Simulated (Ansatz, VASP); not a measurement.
# Two plane-wave programs on SiC

The input INCAR:

```
SYSTEM = SiC
  PREC = Accurate
  ENCUT = 520
  EDIFF = 1E-6
  ISMEAR = 0
  SIGMA = 0.05
  LREAL = .FALSE.
  LASPH = .TRUE.
  NELM = 100
  ALGO = Normal
  ISIF = 2
  LWAVE = .FALSE.
  LCHARG = .TRUE.
  GGA = PE
  LELF = .TRUE.
  LVHAR = .TRUE.
  NBANDS = 11
```

Contents of KPOINTS:

```
regular mesh
0
G
  12 12 12
  0 0 0
```

File POSCAR:

```
SiC
1.0
    0.0000000000      2.1740000000      2.1740000000
    2.1740000000      0.0000000000      2.1740000000
    2.1740000000      2.1740000000      0.0000000000
Si C
1 1
Direct
   -0.0406570136      0.0000000000      0.0000000000
    0.7500000000      0.7500000000      0.7500000000
```

Input for Ansatz:

```yaml
crystal:
  lattice:
    - [0.0, 2.174, 2.174]
    - [2.174, 0.0, 2.174]
    - [2.174, 2.174, 0.0]
  atoms:
    - { symbol: Si, position: [-0.0406570136, 0.0, 0.0] }
    - { symbol: C, position: [0.75, 0.75, 0.75] }
basis:
  ecutwfc: 420
kpoints:
  mp_grid: { grid: [12, 12, 12] }
hamiltonian:
  xc: pbe
scf:
  occupations: { method: gaussian, width: 0.05 }
output:
  forces: true
  stress: true
  eigenvalues: true
```

Change from the starting cell: all Si atoms moved +0.125 Å, as atom 1 towards its neighbour atom 1 (Si) at 3.075 Å.

Alike in both runs: task single point; functional PBE; k mesh 12 × 12 × 12; occupations gaussian, width 0.05 eV; no spin polarisation.

```csv
,VASP,Ansatz
version,VASP 6.6.1,Ansatz 0.2.0
potentials or method,"VASP PAW PBE potentials, release 64 (Si, C), cutoff 520 eV","scalar-relativistic, plane waves, PAW"
valence electrons in the cell,8,8
```

|  | VASP | Ansatz | Ansatz less VASP |
| --- | --- | --- | --- |
| gap on the k mesh at the Fermi level (eV) | 0.76 | 0.76 | +0.004 |
| least direct gap on the mesh (eV) | 4.29 | 4.30 | +0.003 |
| pressure (GPa) | 6.7 | 6.7 | +0.07 |
| traceless stress, the component that is largest in VASP (GPa) | 6.24 | 6.25 | +0.010 |
| rms of the force components (eV/Å) | 1.460 | 1.461 | +0.0006 |

Atom by atom the forces differ by 0.001 eV/Å (rms over components).
